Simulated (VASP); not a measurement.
## BN: single point with PBE

Crystal: BN.

```xyz
2
Lattice="0.0000 1.8674 1.8130 1.8674 0.0000 1.8130 1.8674 1.8674 0.0000" Properties=species:S:1:pos:R:3 pbc="T T T"
B     0.0000    0.0000    0.0000
N     2.8011    2.8011    2.7195
```

This cell differs from its parent crystal: strain +0.030 along x and y, +0.000 along z.

```yaml
Program: VASP 6.6.1
Task: single point
Functional: PBE
Potentials_or_basis: VASP PAW PBE potentials, release 64 (B, N)
Cutoff: 520 eV
k_mesh: 12 × 12 × 12
Occupations: gaussian, width 0.05 eV
Spin: no spin polarisation
Dipole_correction: no
Further_INCAR_settings: ALGO = Normal; EDIFF = 1e-06; NBANDS = 11
```

- Pressure: -19.9 GPa
- Band gap on the k mesh: 3.90 eV, indirect (least direct gap 8.19 eV)

Stress tensor (GPa, compression positive):
```
-25.40   0.00   0.00
  0.00 -25.40   0.00
  0.00   0.00  -9.03
```

Levels at points of the mesh, in eV from the valence-band top:
| k point | band 1 | band 2 | band 3 | band 4 | band 5 | band 6 | band 7 | band 8 | band 9 |
| --- | --- | --- | --- | --- | --- | --- | --- | --- | --- |
| (0.00, 0.00, 0.00) | -19.65 | -0.27 | -0.27 | 0.00 | 8.19 | 8.39 | 8.39 | 9.08 | 23.32 |
| (0.50, 0.00, 0.00) | -15.75 | -10.26 | -2.20 | -1.79 | 8.92 | 10.00 | 10.46 | 14.38 | 22.32 |
| (0.50, 0.50, 0.00) | -14.27 | -8.39 | -5.00 | -5.00 | 3.90 | 8.22 | 16.76 | 16.76 | 19.86 |
| (0.50, 0.00, 0.50) | -14.58 | -8.80 | -4.63 | -4.62 | 4.37 | 8.89 | 16.46 | 16.86 | 19.28 |

Run time: 9.5 s on 1 thread of Intel(R) Xeon(R) 6975P-C (Granite Rapids), on a shared host, peak memory 0.13 GiB.

Caveat: the cell differs from its parent crystal (strain +0.030 along x and y, +0.000 along z). A k mesh can miss the band edges.
